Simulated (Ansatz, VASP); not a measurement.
**Cr in VASP and in Ansatz**

```
CELL_PARAMETERS angstrom
2.42129 0.00000 0.00000
-1.21065 2.09690 0.00000
0.00000 0.00000 4.32319
ATOMIC_POSITIONS crystal
Cr 0.33333 0.66667 0.25000
Cr 0.66667 0.33333 0.75000
```

Alike in both runs: task single point; functional PBE; k mesh 24 × 24 × 12; occupations fermi-dirac, width 0.1 eV; no spin polarisation.

|  | VASP | Ansatz |
| --- | --- | --- |
| version | VASP 6.6.1 | Ansatz 0.2.0 |
| potentials or method | VASP PAW PBE potentials, release 64 (Cr_pv), cutoff 520 eV | plane waves (420 eV) with PAW, scalar-relativistic |
| valence electrons in the cell | 24 | 28 |

|  | VASP | Ansatz | Ansatz less VASP |
| --- | --- | --- | --- |
| pressure (GPa) | 22.8 | 23.3 | +0.49 |
| traceless stress, the component that is largest in VASP (GPa) | -1.54 | -1.57 | -0.029 |

VASP's potentials hold 24 valence electrons a cell and Ansatz's 28, so a difference there can come from the potentials and not from the codes.
